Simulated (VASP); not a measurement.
Runs of VASP 6.6.1 on Rh. The structure is that of space group P6_3/mmc (No. 194), or close to it. The cells are those of the table. 

```tsv
potentials or basis	cell	cutoff (eV)	second run	gap on the mesh (eV)	pressure (GPa)
VASP PAW LDA potentials, release 64 (Rh_pv)	a = 2.727, b = 2.727, c = 8.914 Å, angles 90.0, 90.0, 120.0°, 4 atoms	520	-	none	-19.1
VASP PAW LDA potentials, release 64 (Rh_pv)	a = 2.618, b = 2.618, c = 8.557 Å, angles 90.0, 90.0, 120.0°, 4 atoms	520	-	none	16.7
VASP PAW LDA potentials, release 64 (Rh_pv)	a = 2.655, b = 2.655, c = 8.679 Å, angles 90.0, 90.0, 120.0°, 4 atoms	520	-	none	1.6
VASP PAW LDA potentials, release 64 (Rh_sv_GW)	a = 2.618, b = 2.618, c = 8.557 Å, angles 90.0, 90.0, 120.0°, 4 atoms	530	valence_matched	none	(b)
VASP PAW LDA potentials, release 64 (Rh_pv)	a = 2.762, b = 2.762, c = 9.027 Å, angles 90.0, 90.0, 120.0°, 4 atoms	520	-	none	(a)
```

Alike in all rows: task single point; level LDA; no spin polarisation; k mesh 10 × 10 × 3; smearing fermi-dirac 0.15 eV.

Task: Fill in the values left out.

Result: (a) -26.1; (b) 13.6.

A k mesh can miss the band edges, and the runs leave out spin-orbit coupling on Rh.

A gap of «none» marks levels without a gap at the run's occupations.

The runs don't all hold the same shells in valence.
